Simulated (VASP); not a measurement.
Runs of VASP 6.6.1 on SiO2. The structure is that of space group P6_422 (No. 181), or close to it. The cells are those of the table. 

| cell | smearing | gap on the mesh (eV) | pressure (GPa) | largest force (eV/Å) |
| --- | --- | --- | --- | --- |
| a = 5.259, b = 5.259, c = 5.501 Å, angles 90.0, 90.0, 120.0°, 9 atoms | gaussian 0.05 eV | (c) | -7.0 | 0.36 |
| a = 5.105, b = 5.105, c = 5.669 Å, angles 90.0, 90.0, 120.0°, 9 atoms | gaussian 0.05 eV | (b) | -2.5 | 0.10 |
| a = 5.259, b = 5.259, c = 5.585 Å, angles 90.0, 90.0, 120.0°, 9 atoms | gaussian 0.05 eV | 5.10 | -9.1 | 0.43 |
| a = 5.259, b = 5.259, c = 5.753 Å, angles 90.0, 90.0, 120.0°, 9 atoms | gaussian 0.05 eV | 4.84 | -12.8 | 0.57 |
| a = 5.182, b = 5.182, c = 5.753 Å, angles 90.0, 90.0, 120.0°, 9 atoms | tetrahedron | (a) | -9.1 | 0.39 |

Alike in all rows: task single point; level PBE; potentials or basis VASP PAW PBE potentials, release 64 (Si, O); no spin polarisation; k mesh 6 × 6 × 4; cutoff (eV) 520.

Task: Fill in the values left out.

Result: (a) 5.08; (b) 5.43; (c) 5.21.

Caveats: the cell stands under tension (at least some runs).

A k mesh can miss the band edges.
